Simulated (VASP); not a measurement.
Wanted: the native input for a VASP 6.6.1 run.

| Quantity | Value |
| --- | --- |
| Task | single point |
| Functional | PBE |
| Potentials or basis | VASP PAW PBE potentials, release 64 (Cu_sv_GW, O) |
| Cutoff | 700 eV |
| k mesh | 9 × 9 × 5 |
| Occupations | fermi-dirac, width 0.05 eV |
| Spin | no spin polarisation |
| Dipole correction | no |
| Further INCAR settings | ALGO = Normal; EDIFF = 1e-06; NBANDS = 33 |

The structure of CuO lies in POSCAR:

```
CuO
1.0
    2.8795009639      0.0000000000      0.0000000000
    0.0390727580      2.8792794796      0.0000000000
    0.0174953863      0.0172449008      5.1763391994
Cu O
2 2
Direct
    0.0000000000      0.5000000000      0.0000000000
    0.5000000000      0.0000000000      0.5000000000
    0.9984239700      0.0016717800      0.7498871000
    0.0015760300      0.9983282200      0.2501129000
```

The input as run:

INCAR

```
SYSTEM = CuO
  PREC = Accurate
  ENCUT = 700
  EDIFF = 1E-6
  ISMEAR = -1
  SIGMA = 0.05
  LREAL = .FALSE.
  LASPH = .TRUE.
  NELM = 120
  ALGO = Normal
  ISIF = 2
  LWAVE = .FALSE.
  LCHARG = .FALSE.
  GGA = PE
  NBANDS = 33
  GGA_COMPAT = .FALSE.
```

KPOINTS

```
regular mesh
0
G
  9 9 5
  0 0 0
```

Potentials or basis: VASP PAW PBE potentials, release 64 (Cu_sv_GW, O).

Command:

```console
$ cat potpaw_PBE.64/Cu_sv_GW/POTCAR potpaw_PBE.64/O/POTCAR > POTCAR
$ mpirun -np 1 vasp_std > vasp.out
```

Results of the run:

| Quantity | Value |
| --- | --- |
| Pressure | 3.0 GPa |
| Largest force | 0.011 eV/Å |
| Band gap on the k mesh | zero (bands 25 and 26 overlap by 0.93 eV) |

Caveat: the cell stands under pressure; semilocal functionals often make such compounds metallic where correlation or magnetic order opens a gap, which also shifts bond lengths.

It took 4.9 min on 1 thread of Intel(R) Xeon(R) 6975P-C (Granite Rapids) (shared host), peak memory 0.52 GiB.
